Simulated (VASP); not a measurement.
The system is IrF.

```
Ir F
1.0
     3.01566    0.00000    0.00000
     0.00000    3.01566    0.00000
     0.00000    0.00000    5.47110
Ir F
2 2
Direct
  0.00000 0.50000 0.37143
  0.50000 0.00000 0.62857
  0.00000 0.50000 0.85158
  0.50000 0.00000 0.14842
```

```yaml
Program: VASP 6.6.1
Task: relaxation of cell and atoms
Functional: PBE
Potentials_or_basis: VASP PAW PBE potentials, release 64 (Ir, F)
Cutoff: 600 eV
k_mesh: 6 × 6 × 4
Occupations: gaussian, width 0.1 eV
Spin: collinear spin, ferromagnetic start
Starting_moments: "[1.0, 1.0, 0.0, 0.0] μB"
```

At the start: pressure 3.1 GPa; volume 12.44 Å³/atom.

Q: Where does the relaxation end?

A: Over 19 steps the energy falls by 158.6 meV/atom and the volume is 13.60 Å³/atom (+9.3 %); space group P4/nmm (No. 129, to 0.05 Å); moment 0.00 μB per cell.

The path:
```tsv
step	energy change (eV)	largest force (eV/Å)	pressure (GPa)	volume (Å³)
1	0.0000	1.0219	3.08	49.76
2	-0.4177	1.3451	-6.71	51.28
3	-0.4185	1.3741	-6.88	51.33
4	-0.3370	1.9812	15.57	48.00
5	-0.5141	0.5030	1.36	49.87
6	-0.5420	0.4428	1.00	50.34
7	-0.5998	0.2928	0.57	51.77
8	-0.6252	0.6202	1.12	54.61
9	-0.5993	0.9021	-4.53	56.20
10	-0.6316	0.1108	-0.71	55.08
11	-0.6316	0.1217	-0.69	55.07
12	-0.6327	0.0738	0.62	54.61
13	-0.6329	0.0540	0.23	54.74
14	-0.6330	0.0862	-0.33	54.80
15	-0.6331	0.0447	-0.11	54.78
16	-0.6334	0.0412	-0.14	54.74
17	-0.6337	0.0454	-0.17	54.66
18	-0.6339	0.0409	-0.13	54.59
19	-0.6343	0.0324	0.03	54.40
```

Final structure:
```
CELL_PARAMETERS angstrom
2.87323 0.00000 0.00000
0.00000 2.87323 0.00000
0.00000 0.00000 6.58918
ATOMIC_POSITIONS crystal
Ir 0.00000 0.50000 0.38474
Ir 0.50000 0.00000 0.61526
F 0.00000 0.50000 0.82787
F 0.50000 0.00000 0.17213
```
